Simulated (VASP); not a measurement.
A run of VASP 6.6.1 is set up as follows.

The input INCAR:

```
PREC     = Accurate       # precision mode
ENCUT    = 520            # plane-wave cutoff, eV
EDIFF    = 1E-6           # SCF threshold, eV
ISMEAR   = 0              # smearing method
SIGMA    = 0.05           # smearing width, eV
LREAL    = False          # projectors in reciprocal space
LASPH    = True           # aspherical terms in the spheres
NELM     = 100            # most SCF steps
ALGO     = Normal         # electronic algorithm
ISIF     = 2              # what is computed and relaxed
LWAVE    = False          # write WAVECAR
LCHARG   = True           # write CHGCAR
GGA      = PE             # functional
LELF     = True           # ELF
LVHAR    = True         
NBANDS   = 11             # bands
```

The input KPOINTS:

```
Automatic mesh
0
Gamma
  12 12 12
```

The input POSCAR:

```
BAs
1.0
    0.0000000000      2.5947391905      2.0238965686
    2.5947391905      0.0000000000      2.0238965686
    2.5947391905      2.5947391905      0.0000000000
B As
1 1
Direct
    0.0000000000      0.0000000000      0.0000000000
    0.7500000000      0.7500000000      0.7500000000
```

Potentials or basis: VASP PAW PBE potentials, release 64 (B, As).

The run is started by

```sh
$ cat potpaw_PBE.64/B/POTCAR potpaw_PBE.64/As/POTCAR > POTCAR
$ mpirun -np 1 vasp_std > vasp.out
```

Question: Predict the band gap on the k mesh.

Answer: Zero (band 4 reaches 7.40 eV, above the bottom of band 5 at 5.35 eV).

Question: What does it give for the pressure?

Answer: 1.6 GPa.

Stress tensor (GPa, compression positive):
```
-7.73  0.00  0.00
 0.00 -7.73  0.00
 0.00  0.00 20.35
```
